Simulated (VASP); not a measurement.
Input of a VASP 6.6.1 run:

File POSCAR:

```
Al
1.0
   -1.7367751077      1.7367751077      1.4093992063
    1.7367751077     -1.7367751077      1.4093992063
    1.7367751077      1.7367751077     -1.4093992063
Al
1
Direct
    0.5000000000      0.5000000000      0.0000000000
```

The input INCAR.step1:

```
ALGO = Normal ; EDIFF = 1E-4
ENCUT = 520 ; GGA = PE
ISMEAR = 0 ; LASPH = T
LCHARG = F ; LREAL = F
LWAVE = T ; NBANDS = 8
NELM = 60 ; PREC = Accurate
SIGMA = 0.1
```

Contents of INCAR.step2:

```
ALGO = Normal ; EDIFF = 1E-6
ENCUT = 520 ; ISIF = 2
ISMEAR = 0 ; ISTART = 1
LASPH = T ; LCHARG = F
LMIXTAU = T ; LREAL = F
LWAVE = F ; METAGGA = R2SCAN
NBANDS = 8 ; NELM = 60
PREC = Accurate ; SIGMA = 0.1
```

Contents of KPOINTS:

```
k-points
0
Gamma
  24 24 24
```

Potentials or basis: VASP PAW PBE potentials, release 64 (Al).

Launch:

```bash
$ cat potpaw_PBE.64/Al/POTCAR > POTCAR
$ cp INCAR.step1 INCAR
$ mpirun -np 1 vasp_std > vasp.out
$ cp INCAR.step2 INCAR
$ mpirun -np 1 vasp_std > vasp.out
```

Predict the band gap on the k mesh.

zero (an odd number of electrons rules out a gap without spin polarisation).

Predict the pressure.

-3.2 GPa.

Stress tensor (GPa, compression positive):
```
-3.32  0.00  0.00
 0.00 -3.32  0.00
 0.00  0.00 -2.99
```

Caveat: the cell stands under tension; the PAW data sets were made with another functional, which shifts forces and pressure a little.
